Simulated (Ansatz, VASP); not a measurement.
# GaP in VASP and in Ansatz

INCAR

```
SYSTEM = GaP
  PREC = Accurate
  ENCUT = 520
  EDIFF = 1E-6
  ISMEAR = 0
  SIGMA = 0.05
  LREAL = .False.
  LASPH = .True.
  NELM = 100
  ALGO = Normal
  ISIF = 2
  LWAVE = .False.
  LCHARG = .True.
  LELF = .True.
  LVHAR = .True.
  NBANDS = 26
```

Contents of KPOINTS:

```
regular mesh
0
Gamma
  9 9 9
  0 0 0
```

Contents of POSCAR:

```
GaP
1.0
    1.8452723371      1.0653684805      6.1278281662
   -1.8452723371      1.0653684805      6.1278281662
    0.0000000000     -2.1307369611      6.1278281662
Ga P
2 2
Direct
    0.4359784395      0.4359784395      0.4359784395
    0.5640215605      0.5640215605      0.5640215605
    0.0580350955      0.0580350955      0.0580350955
    0.9419649045      0.9419649045      0.9419649045
```

Input for Ansatz:

```yaml
crystal:
  lattice:
    - [1.8452723371, 1.0653684805, 6.1278281662]
    - [-1.8452723371, 1.0653684805, 6.1278281662]
    - [0.0, -2.1307369611, 6.1278281662]
  atoms:
    - { symbol: Ga, position: [0.4359784395, 0.4359784395, 0.4359784395] }
    - { symbol: Ga, position: [0.5640215605, 0.5640215605, 0.5640215605] }
    - { symbol: P, position: [0.0580350955, 0.0580350955, 0.0580350955] }
    - { symbol: P, position: [0.9419649045, 0.9419649045, 0.9419649045] }
basis:
  ecutwfc: 420
kpoints:
  mp_grid: { grid: [9, 9, 9] }
hamiltonian:
  xc: lda
  pseudopotentials: { kind: paw, azcp: { folder: soft_1 } }
scf:
  occupations: { method: gaussian, width: 0.05 }
output:
  forces: true
  stress: true
  eigenvalues: true
```

Alike in both runs: task single point; functional LDA; k mesh 9 × 9 × 9; occupations gaussian, width 0.05 eV; no spin polarisation.

```csv
,VASP,Ansatz
version,VASP 6.6.1,Ansatz 0.2.0
potentials or method,"VASP PAW LDA potentials, release 64 (Ga_d, P), cutoff 520 eV","scalar-relativistic, plane waves, PAW"
valence electrons in the cell,36,36
```

```csv
,VASP,Ansatz,Ansatz less VASP
gap on the k mesh at the Fermi level (eV),0.63,0.63,-0.007
least direct gap on the mesh (eV),1.35,1.34,-0.012
pressure (GPa),8.6,8.5,-0.09
"traceless stress, the component that is largest in VASP (GPa)",0.56,0.63,+0.078
rms of the force components (eV/Å),0.070,0.090,+0.0198
```

Ansatz warns that its potentials were made for another functional, while VASP's fit it. LDA's correlation is that of Perdew and Zunger in VASP and of Perdew and Wang (1992) in Ansatz. Atom by atom the forces differ by 0.021 eV/Å (rms over components).
